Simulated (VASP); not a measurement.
A run of VASP 6.6.1 is set up as follows.

File INCAR:

```
ALGO     = Normal         # electronic algorithm
EDIFF    = 1E-8           # SCF threshold, eV
ENCUT    = 520            # plane-wave cutoff, eV
GGA      = CA             # functional
ISIF     = 2              # what is computed and relaxed
ISMEAR   = -1             # smearing method
LASPH    = T              # aspherical terms in the spheres
LCHARG   = F              # write CHGCAR
LEFG     = T            
LREAL    = F              # projectors in reciprocal space
LWAVE    = F              # write WAVECAR
NBANDS   = 9              # bands
NELM     = 60             # most SCF steps
PREC     = Accurate       # precision mode
SIGMA    = 0.03           # smearing width, eV
```

File KPOINTS:

```
k-points
0
Gamma
  11 11 11
```

The input POSCAR:

```
LiH
1.0
    0.0000000000      2.0325000000      2.0325000000
    2.0325000000      0.0000000000      2.0325000000
    2.0325000000      2.0325000000      0.0000000000
Li H
1 1
Direct
    0.0000000000      0.0000000000      0.0000000000
    0.5000000000      0.5000000000      0.5000000000
```

Potentials or basis: VASP PAW LDA potentials, release 64 (Li_sv, H).

The run is started by

```sh
$ cat potpaw_LDA.64/Li_sv/POTCAR potpaw_LDA.64/H/POTCAR > POTCAR
$ mpirun -np 1 vasp_std > vasp.out
```

Problem. What does it give for the band gap on the k mesh?

Solution. 2.84 eV, direct.

Caveat: without QUAD_EFG the Cq values of the log hold for a quadrupole moment of 1 mb, not for the nuclei. A k mesh can miss the band edges.
